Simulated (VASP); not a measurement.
The system is ZnSe.

```
Zn Se
1.0
     3.32515    0.00000    0.00000
     0.00000    3.32515    0.00000
     0.00000    0.00000    3.32515
Zn Se
1 1
Direct
  0.00000 0.00000 0.00000
  0.50000 0.50000 0.50000
```

Base run:

```yaml
Program: VASP 6.6.1
Functional: PBE
Potentials_or_basis: VASP PAW PBE potentials, release 64 (Zn, Se)
Cutoff: 500 eV
k_mesh: 6 × 6 × 6
Occupations: fermi-dirac, width 0.02 eV
Spin: no spin polarisation
```

Its results: band gap on the k mesh zero (band 9 reaches 4.43 eV, above the bottom of band 10 at 2.90 eV); pressure 1.2 GPa.

Problem. After a change of settings the same cell gave: band gap on the k mesh zero (band 9 reaches 4.22 eV, above the bottom of band 10 at 3.18 eV); pressure -0.2 GPa. Which change was it?
A. k mesh from 6 × 6 × 6 to 8 × 8 × 8
B. functional from PBE to r2SCAN; cutoff from 500 eV to 550 eV
C. k mesh from 6 × 6 × 6 to 4 × 4 × 4

Solution. B.

Caveats: the PAW data sets were made with another functional, which shifts forces and pressure a little (some runs).
